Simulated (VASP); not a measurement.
# W4S9 (a cell with a defect) in VASP: a series of runs

Runs on W4S9 (a cell with a defect). Level: PBE. Tasks: single point.

Everything below comes from runs of VASP 6.6.1. Logs are shortened: lines on timing, memory, paths and dates and some standing lists are left out, and cuts for length are marked.

**1. The cell of the first run**

The cell holds a defect, 13 atoms: a = 6.375 Å, b = 6.375 Å, c = 8.332 Å, α = 67.50°, β = 67.50°, γ = 60.00°.

**2. Single point, PBE**

Input file INCAR:

```
SYSTEM = W4S9
  PREC = Accurate
  ENCUT = 520
  EDIFF = 1E-6
  ISMEAR = 0
  SIGMA = 0.02
  LREAL = .FALSE.
  LASPH = .TRUE.
  NELM = 100
  ALGO = Normal
  ISIF = 2
  LWAVE = .FALSE.
  LCHARG = .FALSE.
  GGA = PE
  NBANDS = 67
```

Input file KPOINTS:

```
Automatic mesh
0
G
  3 3 3
  0 0 0
```

Input file POSCAR:

```
W4S9
1.0
    3.1877474230      5.5213404984      0.0000000000
    6.3754948460      0.0000000000      0.0000000000
    3.1877474230      1.8404468328     -7.4744429926
W S
4 9
Direct
   -0.0001566416      0.0084071243      0.9977972950
    0.0002259097      0.5071838122      0.9986475256
    0.5002324048      0.0084053129      0.9977460538
    0.5020144033      0.4979731584      1.0042710885
    0.4034471481      0.4103006177      0.7901184083
    0.4102563473      0.8951395583      0.7905145582
    0.9024157634      0.4103133007      0.7901316534
    0.9031557673      0.9121805823      0.7878170997
    0.2593745880      0.2680548468      0.2118461538
    0.2640489526      0.7704078672      0.2077809680
    0.7669787155      0.2680662641      0.2118808052
    0.7630221196      0.7741762092      0.2060146825
    0.5570791717      0.8610616227      0.5304674882
```

Potentials or basis: VASP PAW PBE potentials, release 64 (W_sv, S).

Run with:

```bash
> cat potpaw_PBE.64/W_sv/POTCAR potpaw_PBE.64/S/POTCAR > POTCAR
> mpirun -np 1 vasp_std > vasp.out
```

OUTCAR:

```text
SYSTEM = W4S9
   PREC = Accurate
   ENCUT = 520
   EDIFF = 1E-6
   ISMEAR = 0
   LREAL = .FALSE.
   LASPH = .TRUE.
   NELM = 100
   ISIF = 2
   GGA = PE

 ion  position               nearest neighbor table
   1  1.000  0.008  0.998-   7 2.40  12 2.41   8 2.42  10 2.42  11 2.43   6 2.44   4 3.15   2 3.18
                             3 3.19   3 3.19   2 3.19   4 3.23
   2  0.000  0.507  0.999-   7 2.41   5 2.41  12 2.42   9 2.42  11 2.42   8 2.43   3 3.18   1 3.18
                             4 3.19   4 3.19   1 3.19   3 3.19
   3  0.500  0.008  0.998-   5 2.40  12 2.41   8 2.42  10 2.42   9 2.43   6 2.44   4 3.15   2 3.18
                             1 3.19   1 3.19   2 3.19   4 3.23
   4  0.502  0.498  0.004-   6 2.41   9 2.41  11 2.41  10 2.42   7 2.42   5 2.42   1 3.15   3 3.15
                             2 3.19   2 3.19   3 3.23   1 3.23
   5  0.403  0.410  0.790-   3 2.40   2 2.41   4 2.42
   6  0.410  0.895  0.791-  13 2.05   4 2.41   1 2.44   3 2.44
   7  0.902  0.410  0.790-   1 2.40   2 2.41   4 2.42
   8  0.903  0.912  0.788-   3 2.42   1 2.42   2 2.43
   9  0.259  0.268  0.212-   4 2.41   2 2.42   3 2.43
  10  0.264  0.770  0.208-   4 2.42   1 2.42   3 2.42
  11  0.767  0.268  0.212-   4 2.41   2 2.42   1 2.43
  12  0.763  0.774  0.206-   1 2.41   3 2.41   2 2.42  13 2.65
  13  0.557  0.861  0.530-   6 2.05  12 2.65

  LATTYP: Found a trigonal (rhomboedric) cell.
 ALAT       =     8.3316430689
 COS(alpha) =     0.7072233146

  Lattice vectors:

 A1 = (   0.0000000000,  -3.6808936656,  -7.4744429926)
 A2 = (  -3.1877474230,   1.8404468328,  -7.4744429926)
 A3 = (   3.1877474230,   1.8404468328,  -7.4744429926)

Analysis of symmetry for initial positions (statically):
=====================================================================
 Subroutine PRICEL returns:
 Original cell was already a primitive cell.

 Routine SETGRP: Setting up the symmetry group for a
 trigonal (rhombohedral) supercell.

 Subroutine GETGRP returns: Found  1 space group operations
 (whereof  1 operations were pure point group operations)
 out of a pool of 12 trial point group operations.

The static configuration has the point symmetry C_1 .

Analysis of symmetry for dynamics (positions and initial velocities):
=====================================================================
 Subroutine PRICEL returns:
 Original cell was already a primitive cell.

 Routine SETGRP: Setting up the symmetry group for a
 trigonal (rhombohedral) supercell.

 Subroutine GETGRP returns: Found  1 space group operations
 (whereof  1 operations were pure point group operations)
 out of a pool of 12 trial point group operations.

The dynamic configuration has the point symmetry C_1 .

 Subroutine INISYM returns: Found  1 space group operations
 (whereof  1 operations are pure point group operations),
 and found     1 'primitive' translations

----------------------------------------------------------------------------------------

                                     Primitive cell

  volume of cell :     263.1099

  direct lattice vectors                    reciprocal lattice vectors
     3.187747423  5.521340498  0.000000000     0.000000000  0.181115438  0.044596411
     6.375494846  0.000000000  0.000000000     0.156850570 -0.090557719  0.044596411
     3.187747423  1.840446833 -7.474442993     0.000000000  0.000000000 -0.133789234

  length of vectors
     6.375494846  6.375494846  8.331643069     0.186525177  0.186525177  0.133789234

  position of ions in fractional coordinates (direct lattice)
     0.999843358  0.008407124  0.997797295
     0.000225910  0.507183812  0.998647526
     0.500232405  0.008405313  0.997746054
     0.502014403  0.497973158  0.004271088
     0.403447148  0.410300618  0.790118408
     0.410256347  0.895139558  0.790514558
     0.902415763  0.410313301  0.790131653
     0.903155767  0.912180582  0.787817100
     0.259374588  0.268054847  0.211846154
     0.264048953  0.770407867  0.207780968
     0.766978716  0.268066264  0.211880805
     0.763022120  0.774176209  0.206014682
     0.557079172  0.861061623  0.530467488

  ion indices of the primitive-cell ions
   primitive index   ion index
[... 26 lines left out ...]
     0.052283523 -0.030185906  0.014865470    -0.000000000  0.333333333 -0.000000000
     0.000000000  0.000000000 -0.044596411     0.000000000  0.000000000  0.333333333

  Length of vectors
     0.062175059  0.062175059  0.044596411

  Shift w.r.t. Gamma in fractional coordinates (k-lattice)
     0.000000000  0.000000000  0.000000000

 Subroutine IBZKPT returns following result:
 ===========================================

 Found     14 irreducible k-points:

 Following reciprocal coordinates:
            Coordinates               Weight
  0.000000  0.000000  0.000000      1.000000
  0.333333  0.000000  0.000000      2.000000
  0.000000  0.333333 -0.000000      2.000000
 -0.333333 -0.333333 -0.333333      2.000000
  0.333333  0.333333  0.000000      2.000000
  0.000000  0.333333  0.333333      2.000000
 -0.333333  0.000000 -0.333333      2.000000
 -0.333333  0.333333 -0.000000      2.000000
 -0.333333  0.333333  0.333333      2.000000
 -0.333333  0.333333 -0.333333      2.000000
  0.000000  0.000000  0.333333      2.000000
 -0.333333  0.000000  0.333333      2.000000
 -0.000000 -0.333333  0.333333      2.000000
  0.333333  0.333333 -0.333333      2.000000
   k-points           NKPTS =     14   k-points in BZ     NKDIM =     14   number of bands    NBANDS=     67
   number of dos      NEDOS =    301   number of ions     NIONS =     13
   total plane-waves  NPLWV = 147456
   dimension x,y,z NGX =    48 NGY =   48 NGZ =   64
   dimension x,y,z NGXF=    96 NGYF=   96 NGZF=  128
   ions per type =               4   9
   NGX,Y,Z   is equivalent  to a cutoff of  12.52, 12.52, 12.77 a.u.
   NGXF,Y,Z  is equivalent  to a cutoff of  25.03, 25.03, 25.54 a.u.
 SYSTEM =  W4S9
   PREC   = accura    normal or accurate (medium, high low for compatibility)
   ISTART =      0    job   : 0-new  1-cont  2-samecut
   ICHARG =      2    charge: 1-file 2-atom 10-const
   ISPIN  =      1    spin polarized calculation?
   LNONCOLLINEAR =      F non collinear calculations
   LSORBIT =      F    spin-orbit coupling
   LASPH  =      T    aspherical Exc in radial PAW
   ENCUT  =  520.0 eV  38.22 Ry    6.18 a.u.  11.85 11.85 15.49*2*pi/ulx,y,z
   NELM   =    100;   NELMIN=  2; NELMDL= -5     # of ELM steps
   EDIFF  = 0.1E-05   stopping-criterion for ELM
   LREAL  =      F    real-space projection
   EDIFFG = 0.1E-04   stopping-criterion for IOM
   NSW    =      0    number of steps for IOM
   IBRION =     -1    ionic relax: 0-MD 1-quasi-New 2-CG
   NFREE  =      0    steps in history (QN), initial steepest desc. (CG)
   ISIF   =      2    stress and relaxation
   ISYM   =      2    0-nonsym 1-usesym 2-fastsym
   POTIM  = 0.5000    time-step for ionic-motion
   TEBEG  =    0.0;   TEEND  =   0.0 temperature during run
   PSTRESS=    0.0 pullay stress
   NELECT =     110.0000    total number of electrons
   NUPDOWN=      -1.0000    fix difference up-down
   EMIN   =  10.00;   EMAX   =-10.00  energy-range for DOS
   EFERMI =   0.00;   METHOD = LEGACY
   ISMEAR =     0;   SIGMA  =   0.02  broadening in eV -4-tet -1-fermi 0-gaus
   EFERMI_NEDOS =   21; number of points for ismear=-14 and -15
   IALGO  =     38    algorithm
   IMIX   =      4    mixing-type and parameters
     AMIX     =   0.40;   BMIX     =  1.00
     AMIX_MAG =   1.60;   BMIX_MAG =  1.00
  volume/ion in A,a.u.               =      20.24       136.58
  Fermi-wavevector in a.u.,A,eV,Ry     =   1.224127  2.313265 20.388167  1.498488
  Thomas-Fermi vector in A             =   2.359213
   LORBIT       =      0    0 simple, 1 ext, 2 COOP (PROOUT), +10 PAW based schemes
   GGA     = PE    functional components
   LHFCALC =     F    Hartree Fock is set to
   AEXX    =    0.0000 exact exchange contribution
   IVDW    =     0    specifies the selected vdW correction
   LEPSILON=     F    determine dielectric tensor
   LRPA    =     F    only Hartree local field effects (RPA)
 non-spin polarized calculation
 Gauss-broadening in eV      SIGMA  =   0.02
  energy-cutoff  :      520.00
  volume of cell :      263.11
 maximum number of plane-waves:      7114
   NGX = 23   NGY = 23   NGZ = 31

 number of electron     110.0000006 magnetization

 Free energy of the ion-electron system (eV)
  ---------------------------------------------------
  ext. energy  EPLUGINS =         0.00000000
  ---------------------------------------------------
  free energy    TOTEN  =       -97.10276006 eV

  energy without entropy =      -97.10276006  energy(sigma->0) =      -97.10276006

 E-fermi :   5.5120     XC(G=0):  -9.9541

 val. band max:        5.4132769862   @ k =  -0.3333   0.3333   0.3333
 cond. band min:       6.5358581168   @ k =  -0.3333   0.3333   0.3333
 fundamental gap:      1.1225811306
 Fermi energy:         5.5119678744

 k-point     1 :       0.0000    0.0000    0.0000
  band No.  band energies     occupation
      1     -68.9536      2.00000
      2     -68.9439      2.00000
      3     -68.9107      2.00000
      4     -68.8970      2.00000
      5     -33.3860      2.00000
      6     -33.3579      2.00000
[... 969 lines left out ...]
     66       8.6256      0.00000
     67       8.8857      0.00000

------------------------ aborting loop because EDIFF is reached ----------------------------------------

  FORCE on cell =-STRESS in cart. coord.  units (eV):
  Direction    XX          YY          ZZ          XY          YZ          ZX
  --------------------------------------------------------------------------------------
  -------------------------------------------------------------------------------------
  Total        1.1827697      1.1486450      2.1447918     -0.0316330     -1.5620879      2.7101328
  in kB        7.2023383      6.9945400     13.0604594     -0.1926253     -9.5121518     16.5030377
  external PRESSURE =       9.0857793 kB  Pullay stress =       0.0000000 kB

 VOLUME and BASIS-vectors are now :
 -----------------------------------------------------------------------------
  energy-cutoff  :      520.00
  volume of cell :      263.11
      direct lattice vectors                 reciprocal lattice vectors
     3.187747423  5.521340498  0.000000000     0.000000000  0.181115438  0.044596411
     6.375494846  0.000000000  0.000000000     0.156850570 -0.090557719  0.044596411
     3.187747423  1.840446833 -7.474442993     0.000000000  0.000000000 -0.133789234

 POSITION                                       TOTAL-FORCE (eV/Angst)
 -----------------------------------------------------------------------------------
      6.42157      7.35687     -7.45798        -0.059198     -0.007501      0.022638
      6.41770      1.83920     -7.46433        -0.032787      0.018627      0.058219
      4.82877      4.59825     -7.45760        -0.023208      0.055151      0.019466
      4.78874      2.77965     -0.03192        -0.059405      0.034200      0.015770
      6.42066      3.68174     -5.90570        -0.037853      0.034533      0.034749
      9.53471      3.72006     -5.90866        -0.078738      0.044851      0.103749
      8.01136      6.43674     -5.90579        -0.050254      0.014837      0.034950
     11.20600      6.43657     -5.88849        -0.035371      0.019817      0.056919
      3.21111      1.82199     -1.58343        -0.040455      0.009062      0.033825
      6.41581      1.84031     -1.55305        -0.037081      0.021215      0.038770
      4.82941      4.62471     -1.58369        -0.028072      0.029965      0.034875
      8.02480      4.59206     -1.53984        -0.085552      0.048901      0.016887
      8.95652      4.05212     -3.96495         0.567975     -0.323660     -0.470817
 -----------------------------------------------------------------------------------
    total drift:                               -0.000022     -0.000332     -0.000167

  FREE ENERGIE OF THE ION-ELECTRON SYSTEM (eV)
  ---------------------------------------------------
  free  energy   TOTEN  =       -97.1027600637 eV

  energy  without entropy=      -97.1027600637  energy(sigma->0) =      -97.10276006
```

It took 2.9 min on 1 thread of Intel Xeon 6975P-C (Granite Rapids), shared host; peak memory 0.45 GiB.

What came out:

```yaml
Free_energy: -97.1028 eV
Pressure: 0.9 GPa
Largest_force: 0.806 eV/Å
Band_gap_on_the_k_mesh: 1.12 eV
```

Forces in eV/Å, atoms in the order of the input:
```
W   -0.059 -0.008  0.023
W   -0.033  0.019  0.058
W   -0.023  0.055  0.019
W   -0.059  0.034  0.016
S   -0.038  0.035  0.035
S   -0.079  0.045  0.104
S   -0.050  0.015  0.035
S   -0.035  0.020  0.057
S   -0.040  0.009  0.034
S   -0.037  0.021  0.039
S   -0.028  0.030  0.035
S   -0.086  0.049  0.017
S    0.568 -0.324 -0.471
```

Stress tensor (GPa, compression positive):
```
 0.72 -0.02  1.65
-0.02  0.70 -0.95
 1.65 -0.95  1.31
```

Levels at points of the mesh, in eV from the valence-band top:
```
           k point  band 53  band 54  band 55  band 56  band 57  band 58
(0.00, 0.00, 0.00)    -0.35    -0.34    -0.26     2.17     2.37     2.42
```

Caveat: spin-orbit coupling is left out, which moves the levels of the heavy elements.

**3. Single point, PBE**

Input file INCAR:

```
SYSTEM = W4S9
PREC = Accurate
ENCUT = 520
EDIFF = 1E-6
ISMEAR = 0
SIGMA = 0.02
LREAL = .FALSE.
LASPH = .TRUE.
NELM = 60
ALGO = Normal
ISIF = 2
LWAVE = .FALSE.
LCHARG = .FALSE.
GGA = PE
NBANDS = 67
```

KPOINTS is that of step 2.

Input file POSCAR:

```
W4S9
1.0
    3.1877474230      5.5213404984      0.0000000000
    6.3754948460      0.0000000000      0.0000000000
    3.1877474230      1.8404468328     -7.4744429926
W S
4 9
Direct
    0.0030428070      0.0001084047      0.9980367778
    0.0030639211      0.5037211294      0.9979951693
    0.5019493442      0.0032261405      0.9964964623
    0.4920729173      0.5048568703      1.0030965528
    0.4045629669      0.4071823002      0.7882477672
    0.4046214963      0.9048925192      0.7882623502
    0.8921889854      0.4087025399      0.7952969881
    0.9069459850      0.9056403100      0.7866483169
    0.2636733373      0.2611682435      0.2103498550
    0.2636316889      0.7696961278      0.2104047086
    0.7645859421      0.2666839223      0.2069430460
    0.7651560369      0.7667439527      0.2062395822
    0.8972580982      0.5352554271      0.5370160698
```

Potentials or basis: VASP PAW PBE potentials, release 64 (W_sv, S).

Run with:

```bash
> cat potpaw_PBE.64/W_sv/POTCAR potpaw_PBE.64/S/POTCAR > POTCAR
> mpirun -np 1 vasp_std > vasp.out
```

Run time: 2.6 min. Hardware: 1 thread of Intel Xeon 6975P-C (Granite Rapids), shared host; peak memory 0.45 GiB.

Results (log left out):

| Quantity | Value |
| --- | --- |
| Free energy | -97.2462 eV |
| Pressure | 1.4 GPa |
| Largest force | 0.503 eV/Å |
| Band gap on the k mesh | 1.25 eV |

Forces in eV/Å, atoms in the order of the input:
```
W   -0.033 -0.018  0.015
W    0.032 -0.021  0.008
W    0.000 -0.025  0.044
W    0.002 -0.045 -0.011
S    0.016 -0.020  0.023
S   -0.018 -0.025  0.022
S   -0.001 -0.047  0.094
S    0.002 -0.023  0.047
S   -0.012 -0.019  0.016
S    0.012 -0.017  0.021
S    0.001 -0.015  0.021
S   -0.001 -0.088  0.052
S    0.000  0.361 -0.350
```

Stress tensor (GPa, compression positive):
```
0.82 0.00 0.00
0.00 0.98 1.12
0.00 1.12 2.26
```

Levels at points of the mesh, in eV from the valence-band top:
| k point | band 53 | band 54 | band 55 | band 56 | band 57 | band 58 |
| --- | --- | --- | --- | --- | --- | --- |
| (0.00, 0.00, 0.00) | -0.40 | -0.36 | -0.31 | 2.39 | 2.41 | 2.45 |

Caveat: spin-orbit coupling is left out, which moves the levels of the heavy elements.
